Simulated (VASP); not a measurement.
Wanted: the native input for a VASP 6.6.1 run.

- Task: single point
- Functional: PBE
- Potentials or basis: VASP PAW PBE potentials, release 64 (Ba_sv, Ti_sv, O_h)
- Cutoff: 910 eV
- k mesh: 8 × 8 × 6
- Occupations: gaussian, width 0.02 eV
- Spin: no spin polarisation
- Dipole correction: no
- Further INCAR settings: ALGO = Normal; EDIFF = 1e-06; NBANDS = 28

The structure of BaTiO3 lies in POSCAR:

```
BaTiO3
1.0
    3.8658863003      0.0000000000      0.0000000000
    0.0000000000      3.8658863003      0.0000000000
    0.0000000000      0.0000000000      4.2760913399
Ba Ti O
1 1 3
Direct
    0.5000000000      0.5000000000      0.6006022887
    0.0000000000      0.0000000000      0.1157124600
    0.0000000000      0.5000000000      0.0564191287
    0.5000000000      0.0000000000      0.0564191287
    0.0000000000      0.0000000000      0.5308439838
```

This cell differs from its parent crystal: biaxial strain in the a-b plane: -3.0 %.

These files were run (other wordings do the same):

INCAR

```
ALGO = Normal
EDIFF = 1E-6
ENCUT = 910
GGA = PE
GGA_COMPAT = F
ISIF = 2
ISMEAR = 0
LASPH = T
LCHARG = F
LREAL = F
LWAVE = F
NBANDS = 28
NELM = 120
PREC = Accurate
SIGMA = 0.02
```

KPOINTS

```
k-points
0
Gamma
  8 8 6
```

Potentials or basis: VASP PAW PBE potentials, release 64 (Ba_sv, Ti_sv, O_h).

Run with:

```sh
$ cat potpaw_PBE.64/Ba_sv/POTCAR potpaw_PBE.64/Ti_sv/POTCAR potpaw_PBE.64/O_h/POTCAR > POTCAR
$ mpirun -np 1 vasp_std > vasp.out
```

It gave:

```yaml
Pressure: 11.7 GPa
Largest_force: 0.699 eV/Å
Band_gap_on_the_k_mesh: 1.93 eV (least direct gap 2.63 eV)
```

Caveat: the cell differs from its parent crystal (biaxial strain in the a-b plane: -3.0 %); the cutoff is under 1.25 times the usual one of these potentials, so pressure, stress and relaxed cells hold a basis-set (Pulay) error; the cell stands under pressure; spin-orbit coupling is left out, which moves the levels of the heavy elements.

Run time: 2.6 min on 1 thread of Intel(R) Xeon(R) Platinum 8488C (Sapphire Rapids), on a shared host, peak memory 0.42 GiB.
